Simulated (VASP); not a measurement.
A run of VASP 6.6.1 is set up as follows.

INCAR

```
SYSTEM = CdHg2S3
PREC = Accurate
ENCUT = 520
EDIFF = 1E-6
ISMEAR = 0
SIGMA = 0.1
LREAL = .False.
LASPH = .True.
NELM = 60
ALGO = Normal
ISIF = 2
LWAVE = .False.
LCHARG = .False.
GGA = PE
NBANDS = 36
```

The input KPOINTS:

```
Automatic mesh
0
Gamma
  6 6 6
  0 0 0
```

File POSCAR:

```
CdHg2S3
1.0
    3.5423359281      2.0451686016      3.2705874468
   -3.5423359281      2.0451686016      3.2705874468
    0.0000000000     -4.0903372033      3.2705874467
Cd Hg S
1 2 3
Direct
    0.0000000000      0.0000000000      0.0000000000
    0.6401374361      0.6401374361      0.6401374361
    0.3598625639      0.3598625639      0.3598625639
    0.0000000000      0.5000000000      0.0000000000
    0.5000000000      0.0000000000      0.0000000000
    0.0000000000      0.0000000000      0.5000000000
```

Potentials or basis: VASP PAW PBE potentials, release 64 (Cd, Hg, S).

Launch:

```sh
$ cat potpaw_PBE.64/Cd/POTCAR potpaw_PBE.64/Hg/POTCAR potpaw_PBE.64/S/POTCAR > POTCAR
$ mpirun -np 1 vasp_std > vasp.out
```

**Question.** What does it give for the pressure?

**Answer.** 0.3 GPa.

**Question.** What does it give for the largest force?

**Answer.** 0.021 eV/Å.

**Question.** Predict the band gap on the k mesh.

**Answer.** Zero (band 27 reaches 2.34 eV, above the bottom of band 28 at 1.49 eV).

Stress tensor (GPa, compression positive):
```
0.23 0.00 0.00
0.00 0.23 0.00
0.00 0.00 0.50
```

Caveat: spin-orbit coupling is left out, which moves the levels of the heavy elements.
